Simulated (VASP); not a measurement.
Here is a VASP 6.6.1 calculation.

Contents of INCAR:

```
ALGO = Normal
EDIFF = 1E-7
ENCUT = 520
ISIF = 2
ISMEAR = -1
LASPH = T
LCHARG = F
LREAL = Auto
LWAVE = F
NBANDS = 47
NELM = 100
PREC = Accurate
SIGMA = 0.02
```

Contents of KPOINTS:

```
k-points
0
Gamma
  1 1 1
```

File POSCAR:

```
H14CO7
1.0
    6.4239660000      0.0000000000      0.0000000000
    0.0000000000      6.4239660000      0.0000000000
    0.0000000000      0.0000000000      6.4239660000
O H C
7 14 1
Direct
    0.4497221810      0.5113819096      0.6014975795
    0.7627531030      0.4205657377      0.8272615391
    0.1161587717      0.2994723197      0.6380637756
    0.4052480975      0.4212506729      0.1497361599
    0.7046425837      0.7284285129      0.2454714113
    0.6736804024      0.1073791486      0.1256233299
    0.0846984558      0.6424068870      1.0801582698
    0.4595292067      0.5444611631      0.4514033854
    0.5881413445      0.4739128445      0.6416908184
    0.7457231249      0.3038621313      0.9440585458
    0.9081150180      0.3831900729      0.7573670222
    0.2634820919      0.3576139724      0.6431229555
    0.1215448525      0.2515891273      0.4839222374
    0.4119573485      0.3056990028      0.0468713564
    0.2998614874      0.5362419415      0.1085622184
    0.8628937326      0.7076625250      0.2626259230
    0.6716100303      0.5988823727      0.1806049409
    0.5971544681      0.1750943265      0.2331270122
    0.6715944636     -0.0518371361      0.1518687988
   -0.1589516507      0.7964861582      0.9476700219
    0.0414541422      0.6517157781      0.7696647211
   -0.0080479878      0.6944619570      0.9250360291
```

Potentials or basis: VASP PAW LDA potentials, release 64 (O, H, C).

Launch:

```console
$ cat potpaw_LDA.64/O/POTCAR potpaw_LDA.64/H/POTCAR potpaw_LDA.64/C/POTCAR > POTCAR
$ mpirun -np 1 vasp_gam > vasp.out
```

(1) Estimate the band gap on the k mesh.

(2) What does it give for the largest force?

(3) What does it give for the pressure?

Answers

(1) 4.14 eV.

(2) 3.056 eV/Å.

(3) -1.3 GPa.

Caveat: the k points lie up to 0.98 Å⁻¹ apart.
